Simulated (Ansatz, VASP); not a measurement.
Two plane-wave programs on InSb

The input POSCAR:

```
InSb
1.0
    0.0000000000      2.6853920531      2.6853920531
    2.6853920531      0.0000000000      2.6853920531
    2.6853920531      2.6853920531      0.0000000000
In Sb
1 1
Direct
    0.0000000000      0.0000000000      0.0000000000
    0.2500000000      0.2500000000      0.2500000000
```

INCAR.step1

```
PREC = Accurate
ENCUT = 520
ISMEAR = -1
SIGMA = 0.1
LREAL = False
LASPH = True
NELM = 80
NBANDS = 16
GGA = PE
ALGO = Normal
EDIFF = 1E-4
LWAVE = True
LCHARG = False
```

File INCAR.step2:

```
PREC = Accurate
ENCUT = 520
EDIFF = 1E-7
ISMEAR = -1
SIGMA = 0.1
LREAL = False
LASPH = True
NELM = 80
ALGO = Normal
ISIF = 2
LWAVE = False
LCHARG = True
METAGGA = R2SCAN
LMIXTAU = True
LELF = True
LVHAR = True
NBANDS = 16
ISTART = 1
```

Contents of KPOINTS:

```
regular mesh
0
Gamma
  11 11 11
```

Input for Ansatz:

```yaml
crystal:
  lattice:
    - [0.0, 2.6853920531, 2.6853920531]
    - [2.6853920531, 0.0, 2.6853920531]
    - [2.6853920531, 2.6853920531, 0.0]
  atoms:
    - { symbol: In, position: [0.0, 0.0, 0.0] }
    - { symbol: Sb, position: [0.25, 0.25, 0.25] }
kpoints:
  mp_grid: { grid: [11, 11, 11] }
  band_path:
    path:
      - [0.0, 0.0, 0.0]
      - [-0.5, -0.5, 0.0]
      - [-0.375, -0.375, 0.25]
      - [-0.375, 0.0, 0.375]
      - [0.0, 0.0, 0.0]
      - [0.0, 0.0, 0.5]
      - [-0.5, -0.25, 0.25]
      - [-0.5, -0.5, 0.0]
    npoints: 8
scf:
  occupations: { method: fermi_dirac, width: 0.1 }
hamiltonian:
  xc: r2scan
  pseudopotentials: { kind: paw }
output:
  forces: true
  stress: true
  eigenvalues: true
  populations: true
  dos: { projected: true, de: 0.2, e_range: [-14, 8] }
```

Change from the starting cell: volume scaled by 0.55, PAW files.

Alike in both runs: task single point; functional r2SCAN; k mesh 11 × 11 × 11; occupations fermi-dirac, width 0.1 eV; no spin polarisation.

|  | VASP | Ansatz |
| --- | --- | --- |
| version | VASP 6.6.1 | Ansatz 0.2.0 |
| potentials or method | VASP PAW PBE potentials, release 64 (In_d, Sb) | PAW with Ansatz's default frozen-core files, scalar-relativistic |
| plane-wave cutoff (eV) | 520 | 500 |
| valence electrons in the cell | 18 | 28 |

VASP gave:

| Quantity | Value |
| --- | --- |
| pressure (GPa) | 103.6 |

Question: Estimate Ansatz's values.

Answer: Pressure (GPa): 103.9.

VASP's potentials were made for PBE, not for r2SCAN. Both programs put the cell under a high pressure, so it lies far from rest at this level. VASP's potentials hold 18 valence electrons a cell and Ansatz's 28, so a difference there can come from the potentials and not from the codes.

Spin-orbit coupling is off throughout. Noted on VASP's run: the cell as given lies far from equilibrium.
